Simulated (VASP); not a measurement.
# SiO2 (Pnnm) in VASP: notebook, part 2 of 2

VASP 6.6.1. Earlier steps stand in the parts before.

## Step 3: Single point, PBE (atoms displaced along a vibrational mode, the cell strained)

Input file INCAR:

```
SYSTEM = SiO2
  PREC = Accurate
  ENCUT = 520
  EDIFF = 1E-6
  ISMEAR = 0
  SIGMA = 0.05
  LREAL = .False.
  LASPH = .True.
  NELM = 80
  ALGO = Normal
  ISIF = 2
  LWAVE = .False.
  LCHARG = .False.
  GGA = PE
  NBANDS = 25
```

Input file KPOINTS:

```
regular mesh
0
Gamma
  6 6 8
  0 0 0
```

Input file POSCAR:

```
SiO2
1.0
    4.2358788266      0.0000000000      0.0000000000
    0.0000000000      4.5323903445      0.0000000000
    0.0000000000      0.0000000000      2.6897743046
Si O
2 4
Direct
    0.5000000000      0.5000000000      0.5000000000
    0.0000000000      0.0000000000      0.0000000000
    0.7023276386      0.6836979468      0.0000000000
    0.2023276386      0.8163020532      0.5000000000
    0.2976723614      0.3163020532      0.0000000000
    0.7976723614      0.1836979468      0.5000000000
```

Potentials or basis: VASP PAW PBE potentials, release 64 (Si, O).

Started as:

```sh
$ cat potpaw_PBE.64/Si/POTCAR potpaw_PBE.64/O/POTCAR > POTCAR
$ mpirun -np 1 vasp_std > vasp.out
```

OUTCAR:

```text
SYSTEM = SiO2
   PREC = Accurate
   ENCUT = 520
   EDIFF = 1E-6
   ISMEAR = 0
   LREAL = .False.
   LASPH = .True.
   NELM = 80
   ISIF = 2
   GGA = PE

 ion  position               nearest neighbor table
   1  0.500  0.500  0.500-   3 1.80   5 1.80   3 1.80   5 1.80   4 1.91   6 1.91
   2  0.000  0.000  0.000-   4 1.80   6 1.80   4 1.80   6 1.80   5 1.91   3 1.91
   3  0.702  0.684  0.000-   1 1.80   1 1.80   2 1.91
   4  0.202  0.816  0.500-   2 1.80   2 1.80   1 1.91
   5  0.298  0.316  0.000-   1 1.80   1 1.80   2 1.91
   6  0.798  0.184  0.500-   2 1.80   2 1.80   1 1.91

  LATTYP: Found a simple orthorhombic cell.
 ALAT       =     2.6897743046
 B/A-ratio  =     1.5748082727
 C/A-ratio  =     1.6850448518

  Lattice vectors:

 A1 = (   0.0000000000,   0.0000000000,   2.6897743046)
 A2 = (   4.2358788266,   0.0000000000,   0.0000000000)
 A3 = (   0.0000000000,   4.5323903445,   0.0000000000)

Analysis of symmetry for initial positions (statically):
=====================================================================
 Subroutine PRICEL returns:
 Original cell was already a primitive cell.

 Routine SETGRP: Setting up the symmetry group for a
 simple orthorhombic supercell.

 Subroutine GETGRP returns: Found  8 space group operations
 (whereof  4 operations were pure point group operations)
 out of a pool of  8 trial point group operations.

The static configuration has the point symmetry C_2h.
 The point group associated with its full space group is D_2h.

Analysis of symmetry for dynamics (positions and initial velocities):
=====================================================================
 Subroutine PRICEL returns:
 Original cell was already a primitive cell.

 Routine SETGRP: Setting up the symmetry group for a
 simple orthorhombic supercell.

 Subroutine GETGRP returns: Found  8 space group operations
 (whereof  4 operations were pure point group operations)
 out of a pool of  8 trial point group operations.

The dynamic configuration has the point symmetry C_2h.
 The point group associated with its full space group is D_2h.

 Subroutine INISYM returns: Found  8 space group operations
 (whereof  4 operations are pure point group operations),
 and found     1 'primitive' translations

----------------------------------------------------------------------------------------

                                     Primitive cell

  volume of cell :      51.6401

  direct lattice vectors                    reciprocal lattice vectors
     4.235878827  0.000000000  0.000000000     0.236078519  0.000000000  0.000000000
     0.000000000  4.532390344  0.000000000     0.000000000  0.220634130  0.000000000
     0.000000000  0.000000000  2.689774305     0.000000000  0.000000000  0.371778405

  length of vectors
     4.235878827  4.532390344  2.689774305     0.236078519  0.220634130  0.371778405

  position of ions in fractional coordinates (direct lattice)
     0.500000000  0.500000000  0.500000000
     0.000000000  0.000000000  0.000000000
     0.702327639  0.683697947  0.000000000
     0.202327639  0.816302053  0.500000000
     0.297672361  0.316302053  0.000000000
     0.797672361  0.183697947  0.500000000

  ion indices of the primitive-cell ions
   primitive index   ion index
[... 26 lines left out ...]
     0.000000000  0.000000000  0.000000000

 Subroutine IBZKPT returns following result:
 ===========================================

 Found     80 irreducible k-points:

 Following reciprocal coordinates:
            Coordinates               Weight
  0.000000  0.000000  0.000000      1.000000
  0.166667  0.000000  0.000000      2.000000
  0.333333  0.000000  0.000000      2.000000
  0.500000  0.000000  0.000000      1.000000
  0.000000  0.166667  0.000000      2.000000
  0.166667  0.166667  0.000000      4.000000
[... 16 lines left out ...]
  0.333333  0.166667  0.125000      8.000000
  0.500000  0.166667  0.125000      4.000000
 [... further k-points ...]
   k-points           NKPTS =     80   k-points in BZ     NKDIM =     80   number of bands    NBANDS=     25
   number of dos      NEDOS =    301   number of ions     NIONS =      6
   total plane-waves  NPLWV =  23040
   dimension x,y,z NGX =    32 NGY =   36 NGZ =   20
   dimension x,y,z NGXF=    64 NGYF=   72 NGZF=   40
   ions per type =               2   4
   NGX,Y,Z   is equivalent  to a cutoff of  12.56, 13.20, 12.36 a.u.
   NGXF,Y,Z  is equivalent  to a cutoff of  25.12, 26.41, 24.72 a.u.
 SYSTEM =  SiO2
   PREC   = accura    normal or accurate (medium, high low for compatibility)
   ISTART =      0    job   : 0-new  1-cont  2-samecut
   ICHARG =      2    charge: 1-file 2-atom 10-const
   ISPIN  =      1    spin polarized calculation?
   LNONCOLLINEAR =      F non collinear calculations
   LSORBIT =      F    spin-orbit coupling
   LASPH  =      T    aspherical Exc in radial PAW
   ENCUT  =  520.0 eV  38.22 Ry    6.18 a.u.   7.88  8.43  5.00*2*pi/ulx,y,z
   NELM   =     80;   NELMIN=  2; NELMDL= -5     # of ELM steps
   EDIFF  = 0.1E-05   stopping-criterion for ELM
   LREAL  =      F    real-space projection
   EDIFFG = 0.1E-04   stopping-criterion for IOM
   NSW    =      0    number of steps for IOM
   IBRION =     -1    ionic relax: 0-MD 1-quasi-New 2-CG
   NFREE  =      0    steps in history (QN), initial steepest desc. (CG)
   ISIF   =      2    stress and relaxation
   ISYM   =      2    0-nonsym 1-usesym 2-fastsym
   POTIM  = 0.5000    time-step for ionic-motion
   TEBEG  =    0.0;   TEEND  =   0.0 temperature during run
   PSTRESS=    0.0 pullay stress
   NELECT =      32.0000    total number of electrons
   NUPDOWN=      -1.0000    fix difference up-down
   EMIN   =  10.00;   EMAX   =-10.00  energy-range for DOS
   EFERMI =   0.00;   METHOD = LEGACY
   ISMEAR =     0;   SIGMA  =   0.05  broadening in eV -4-tet -1-fermi 0-gaus
   EFERMI_NEDOS =   21; number of points for ismear=-14 and -15
   IALGO  =     38    algorithm
   IMIX   =      4    mixing-type and parameters
     AMIX     =   0.40;   BMIX     =  1.00
     AMIX_MAG =   1.60;   BMIX_MAG =  1.00
  volume/ion in A,a.u.               =       8.61        58.08
  Fermi-wavevector in a.u.,A,eV,Ry     =   1.395712  2.637514 26.504327  1.948013
  Thomas-Fermi vector in A             =   2.519137
   LORBIT       =      0    0 simple, 1 ext, 2 COOP (PROOUT), +10 PAW based schemes
   GGA     = PE    functional components
   LHFCALC =     F    Hartree Fock is set to
   AEXX    =    0.0000 exact exchange contribution
   IVDW    =     0    specifies the selected vdW correction
   LEPSILON=     F    determine dielectric tensor
   LRPA    =     F    only Hartree local field effects (RPA)
 non-spin polarized calculation
 Gauss-broadening in eV      SIGMA  =   0.05
  energy-cutoff  :      520.00
  volume of cell :       51.64
 maximum number of plane-waves:      1408
 NGX is ok and might be reduce to    32
   NGX = 15   NGY = 17   NGZ = 11

 number of electron      31.9999983 magnetization

 Free energy of the ion-electron system (eV)
  ---------------------------------------------------
  ext. energy  EPLUGINS =         0.00000000
  ---------------------------------------------------
  free energy    TOTEN  =       -46.03504051 eV

  energy without entropy =      -46.03504051  energy(sigma->0) =      -46.03504051

 E-fermi :   6.9425     XC(G=0): -11.7273

 val. band max:        6.7010044043   @ k =   0.0000   0.0000   0.0000
 cond. band min:      10.7901340467   @ k =   0.0000   0.0000   0.0000
 fundamental gap:      4.0891296424
 Fermi energy:         6.9425257327

 k-point     1 :       0.0000    0.0000    0.0000
  band No.  band energies     occupation
      1     -14.7477      2.00000
      2     -11.8357      2.00000
      3     -11.6196      2.00000
      4     -11.4962      2.00000
      5      -3.3427      2.00000
      6       0.7428      2.00000
[... 661 lines left out ...]
     24      19.5195      0.00000
     25      20.7258      0.00000

 [... further k-points ...]
[... 5 lines left out ...]
  --------------------------------------------------------------------------------------
  -------------------------------------------------------------------------------------
  Total       -3.5458755     -8.4362754     -3.1555335      0.0000000      0.0000000      0.0000000
  in kB     -110.0138561   -261.7427481    -97.9031596      0.0000000      0.0000000      0.0000000
  external PRESSURE =    -156.5532546 kB  Pullay stress =       0.0000000 kB

 VOLUME and BASIS-vectors are now :
 -----------------------------------------------------------------------------
  energy-cutoff  :      520.00
  volume of cell :       51.64
      direct lattice vectors                 reciprocal lattice vectors
     4.235878827  0.000000000  0.000000000     0.236078519  0.000000000  0.000000000
     0.000000000  4.532390344  0.000000000     0.000000000  0.220634130  0.000000000
     0.000000000  0.000000000  2.689774305     0.000000000  0.000000000  0.371778405

 POSITION                                       TOTAL-FORCE (eV/Angst)
 -----------------------------------------------------------------------------------
      2.11794      2.26620      1.34489         0.000000      0.000000      0.000000
      0.00000      0.00000      0.00000         0.000000      0.000000      0.000000
      2.97497      3.09879      0.00000        -0.501876     -0.527677      0.000000
      0.85704      3.69980      1.34489        -0.501876      0.527677      0.000000
      1.26090      1.43360      0.00000         0.501876      0.527677      0.000000
      3.37884      0.83259      1.34489         0.501876     -0.527677      0.000000
 -----------------------------------------------------------------------------------
    total drift:                                0.000000     -0.000000      0.000000

  FREE ENERGIE OF THE ION-ELECTRON SYSTEM (eV)
  ---------------------------------------------------
  free  energy   TOTEN  =       -46.0350405070 eV

  energy  without entropy=      -46.0350405070  energy(sigma->0) =      -46.03504051
```

Wall time 57 s (1 thread of Intel Xeon Platinum 8259CL at 2.50GHz (Skylake/Cascade Lake), shared host); peak memory 0.2 GiB.

Results:

```yaml
Free_energy: -46.0350 eV
Pressure: -15.7 GPa
Largest_force: 0.728 eV/Å
Band_gap_on_the_k_mesh: 4.09 eV
```

Forces in eV/Å, atoms in the order of the input:
```
Si   0.000  0.000  0.000
Si   0.000  0.000  0.000
O   -0.502 -0.528  0.000
O   -0.502  0.528  0.000
O    0.502  0.528  0.000
O    0.502 -0.528  0.000
```

Caveat: the cell differs from its parent crystal (atoms displaced along a vibrational mode, the cell strained); the cell stands under tension. A k mesh can miss the band edges.

## Step 4: Single point, PBE (atoms displaced along a vibrational mode, the cell strained)

Input file INCAR:

```
SYSTEM = SiO2
  PREC = Accurate
  ENCUT = 520
  EDIFF = 1E-6
  ISMEAR = 0
  SIGMA = 0.05
  LREAL = .False.
  LASPH = .True.
  NELM = 100
  ALGO = Normal
  ISIF = 2
  LWAVE = .False.
  LCHARG = .True.
  GGA = PE
  LELF = .True.
  LVHAR = .True.
  NBANDS = 25
```

Input file KPOINTS:

```
Automatic mesh
0
Gamma
  6 6 8
  0 0 0
```

Input file POSCAR:

```
SiO2
1.0
    4.2358788266      0.0000000000      0.0000000000
    0.0000000000      4.5323903445      0.0000000000
    0.0000000000      0.0000000000      2.6897743046
Si O
2 4
Direct
    0.5000000000      0.5000000000      0.5000000000
    0.0000000000      0.0000000000      0.0000000000
    0.7395870220      0.6464385634      0.0000000000
    0.2395870220      0.8535614366      0.5000000000
    0.2604129780      0.3535614366      0.0000000000
    0.7604129780      0.1464385634      0.5000000000
```

Potentials or basis: VASP PAW PBE potentials, release 64 (Si, O).

Started as:

```sh
$ cat potpaw_PBE.64/Si/POTCAR potpaw_PBE.64/O/POTCAR > POTCAR
$ mpirun -np 1 vasp_std > vasp.out
```

OUTCAR:

```text
SYSTEM = SiO2
   PREC = Accurate
   ENCUT = 520
   EDIFF = 1E-6
   ISMEAR = 0
   LREAL = .False.
   LASPH = .True.
   NELM = 100
   ISIF = 2
   GGA = PE

 ion  position               nearest neighbor table
   1  0.500  0.500  0.500-   3 1.81   5 1.81   3 1.81   5 1.81   4 1.95   6 1.95
   2  0.000  0.000  0.000-   4 1.81   6 1.81   4 1.81   6 1.81   5 1.95   3 1.95
   3  0.740  0.646  0.000-   1 1.81   1 1.81   2 1.95
   4  0.240  0.854  0.500-   2 1.81   2 1.81   1 1.95
   5  0.260  0.354  0.000-   1 1.81   1 1.81   2 1.95
   6  0.760  0.146  0.500-   2 1.81   2 1.81   1 1.95

[... 882 lines left out ...]
  -------------------------------------------------------------------------------------
  Total       -6.9105918     -6.4128545     -4.8932994      0.0000000      0.0000000      0.0000000
  in kB     -214.4070936   -198.9643617   -151.8188489      0.0000000      0.0000000      0.0000000
  external PRESSURE =    -188.3967681 kB  Pullay stress =       0.0000000 kB

 VOLUME and BASIS-vectors are now :
 -----------------------------------------------------------------------------
  energy-cutoff  :      520.00
  volume of cell :       51.64
      direct lattice vectors                 reciprocal lattice vectors
     4.235878827  0.000000000  0.000000000     0.236078519  0.000000000  0.000000000
     0.000000000  4.532390344  0.000000000     0.000000000  0.220634130  0.000000000
     0.000000000  0.000000000  2.689774305     0.000000000  0.000000000  0.371778405

 POSITION                                       TOTAL-FORCE (eV/Angst)
 -----------------------------------------------------------------------------------
      2.11794      2.26620      1.34489         0.000000      0.000000      0.000000
      0.00000      0.00000      0.00000         0.000000      0.000000      0.000000
      3.13280      2.92991      0.00000        -1.471274      0.289241     -0.000000
      1.01486      3.86867      1.34489        -1.471274     -0.289241      0.000000
      1.10308      1.60248      0.00000         1.471274     -0.289241      0.000000
      3.22102      0.66372      1.34489         1.471274      0.289241      0.000000
 -----------------------------------------------------------------------------------
    total drift:                                0.000000      0.000000      0.000000

  FREE ENERGIE OF THE ION-ELECTRON SYSTEM (eV)
  ---------------------------------------------------
  free  energy   TOTEN  =       -45.5639655034 eV

  energy  without entropy=      -45.5639655034  energy(sigma->0) =      -45.56396550
```

OSZICAR:

```text
N       E                     dE             d eps       ncg     rms          rms(c)
DAV:   1     0.134324001062E+03    0.13432E+03   -0.17330E+04  4008   0.122E+03
DAV:   2    -0.427578558632E+02   -0.17708E+03   -0.16733E+03  5126   0.271E+02
DAV:   3    -0.499457052407E+02   -0.71878E+01   -0.71508E+01  5325   0.520E+01
DAV:   4    -0.499927467365E+02   -0.47041E-01   -0.47024E-01  4651   0.496E+00
DAV:   5    -0.499931452331E+02   -0.39850E-03   -0.39840E-03  5336   0.433E-01    0.156E+01
DAV:   6    -0.455065442365E+02    0.44866E+01   -0.12851E+01  5122   0.240E+01    0.685E+00
DAV:   7    -0.455510903076E+02   -0.44546E-01   -0.64219E-01  4860   0.472E+00    0.274E+00
DAV:   8    -0.455577853293E+02   -0.66950E-02   -0.28572E-02  5202   0.145E+00    0.105E+00
DAV:   9    -0.455637305503E+02   -0.59452E-02   -0.10470E-02  5066   0.851E-01    0.249E-01
DAV:  10    -0.455639901769E+02   -0.25963E-03   -0.95906E-04  5091   0.212E-01    0.596E-02
DAV:  11    -0.455639628877E+02    0.27289E-04   -0.11762E-04  5109   0.798E-02    0.145E-02
DAV:  12    -0.455639651645E+02   -0.22768E-05   -0.99908E-06  5146   0.215E-02    0.502E-03
DAV:  13    -0.455639655034E+02   -0.33892E-06   -0.15416E-06  3911   0.879E-03
   1 F= -.45563966E+02 E0= -.45563966E+02  d E =-.447947E-12
```

stdout:

```text
POSCAR found type information on POSCAR SiO
 POSCAR found :  2 types and       6 ions
 scaLAPACK will be used
 LDA part: xc-table for (Slater+PW92), standard interpolation
 POSCAR, INCAR and KPOINTS ok, starting setup
 FFT: planning ... GRIDC
 FFT: planning ... GRID_SOFT
 FFT: planning ... GRID
 WAVECAR not read
 entering main loop
```

It took 56 s on 1 thread of Intel Xeon Platinum 8259CL at 2.50GHz (Skylake/Cascade Lake), shared host; peak memory 0.21 GiB.

Results:

- Free energy: -45.5640 eV
- Pressure: -18.8 GPa
- Largest force: 1.499 eV/Å
- Band gap on the k mesh: 4.33 eV

Forces on the atoms (eV/Å):
```
Si   0.000  0.000  0.000
Si   0.000  0.000  0.000
O   -1.471  0.289  0.000
O   -1.471 -0.289  0.000
O    1.471 -0.289  0.000
O    1.471  0.289  0.000
```

Caveat: the cell differs from its parent crystal (atoms displaced along a vibrational mode, the cell strained); the cell stands under tension; forces of over 1 eV/Å act on the atoms, so gaps and moduli don't describe the material at rest. A k mesh can miss the band edges.

## Step 5: Single point, PBE (atoms displaced along a vibrational mode, the cell strained)

Input file INCAR:

```
PREC = Accurate
ENCUT = 520
EDIFF = 1E-7
ISMEAR = 0
SIGMA = 0.05
LREAL = F
LASPH = T
NELM = 80
ALGO = Normal
ISIF = 2
LWAVE = F
LCHARG = T
GGA = PE
LELF = T
LVHAR = T
NBANDS = 25
```

Input file KPOINTS:

```
regular mesh
0
Gamma
  6 6 8
```

Input file POSCAR:

```
SiO2
1.0
    4.2358788266      0.0000000000      0.0000000000
    0.0000000000      4.5323903445      0.0000000000
    0.0000000000      0.0000000000      2.6897743046
Si O
2 4
Direct
    0.5000000000      0.5000000000      0.5000000000
    0.0000000000      0.0000000000      0.0000000000
    0.6650682551      0.7209573303      0.0000000000
    0.1650682551      0.7790426697      0.5000000000
    0.3349317449      0.2790426697      0.0000000000
    0.8349317449      0.2209573303      0.5000000000
```

Started as:

```sh
$ cat potpaw_PBE.64/Si/POTCAR potpaw_PBE.64/O/POTCAR > POTCAR
$ mpirun -np 1 vasp_std > vasp.out
```

Run time: 59 s. Hardware: 1 thread of Intel Xeon Platinum 8259CL at 2.50GHz (Skylake/Cascade Lake), shared host; peak memory 0.21 GiB.

Results (log left out):

```yaml
Free_energy: -45.5968 eV
Pressure: -17.3 GPa
Largest_force: 1.426 eV/Å
Band_gap_on_the_k_mesh: 3.76 eV
```

Forces in eV/Å, atoms in the order of the input:
```
Si   0.000  0.000  0.000
Si   0.000  0.000  0.000
O   -0.154 -1.418  0.000
O   -0.154  1.418  0.000
O    0.154  1.418  0.000
O    0.154 -1.418  0.000
```

Stress tensor (GPa, compression positive):
```
 -2.63   0.00   0.00
  0.00 -41.12   0.00
  0.00   0.00  -8.15
```

Levels at points of the mesh, in eV from the valence-band top:
| k point | band 12 | band 13 | band 14 | band 15 | band 16 | band 17 | band 18 | band 19 | band 20 | band 21 |
| --- | --- | --- | --- | --- | --- | --- | --- | --- | --- | --- |
| (0.00, 0.00, 0.00) | -2.21 | -2.04 | -1.29 | -0.30 | 0.00 | 3.76 | 6.84 | 7.76 | 8.50 | 11.07 |
| (0.50, 0.00, 0.00) | -3.18 | -2.29 | -2.29 | -1.40 | -1.40 | 6.50 | 6.50 | 8.83 | 8.83 | 10.75 |
| (0.00, 0.50, 0.00) | -3.47 | -2.03 | -2.03 | -0.37 | -0.37 | 6.08 | 6.08 | 8.46 | 8.46 | 9.73 |
| (0.50, 0.50, 0.00) | -2.63 | -2.47 | -2.47 | -2.00 | -2.00 | 6.39 | 6.39 | 9.26 | 9.26 | 11.49 |
| (0.00, 0.00, 0.50) | -4.36 | -2.51 | -2.51 | -2.13 | -2.13 | 7.25 | 7.25 | 10.80 | 10.80 | 11.13 |
| (0.50, 0.00, 0.50) | -3.27 | -1.65 | -1.65 | -1.45 | -1.45 | 6.97 | 6.97 | 8.25 | 8.25 | 11.66 |
| (0.00, 0.50, 0.50) | -3.70 | -2.43 | -2.43 | -1.47 | -1.47 | 7.41 | 7.41 | 8.15 | 8.15 | 12.46 |
| (0.50, 0.50, 0.50) | -4.19 | -1.50 | -1.50 | -1.16 | -1.16 | 5.56 | 5.56 | 9.82 | 9.82 | 10.79 |

Caveat: the cell differs from its parent crystal (atoms displaced along a vibrational mode, the cell strained); the cell stands under tension; forces of over 1 eV/Å act on the atoms, so gaps and moduli don't describe the material at rest. A k mesh can miss the band edges.

## Step 6: Overview

```csv
cell,gap on the mesh (eV),pressure (GPa),largest force (eV/Å)
"a = 4.236, b = 4.038, c = 2.690 Å, 6 atoms, atomic positions A",5.66,12.5,0.66
"a = 4.236, b = 4.532, c = 2.690 Å, 6 atoms, atomic positions B",4.09,-15.7,0.73
"a = 4.236, b = 4.532, c = 2.690 Å, 6 atoms, atomic positions C",4.33,-18.8,1.50
"a = 4.236, b = 4.532, c = 2.690 Å, 6 atoms, atomic positions D",3.76,-17.3,1.43
```

Alike in all rows: task single point; level PBE; potentials or basis VASP PAW PBE potentials, release 64 (Si, O); no spin polarisation; k mesh 6 × 6 × 8; cutoff (eV) 520; smearing gaussian 0.05 eV.

Caveats: the cell stands under tension (at least some runs); forces of over 1 eV/Å act on the atoms, so gaps and moduli don't describe the material at rest (at least some runs); the cell stands under pressure (at least some runs).

Absolute energies hang on the potentials; compare differences alone.
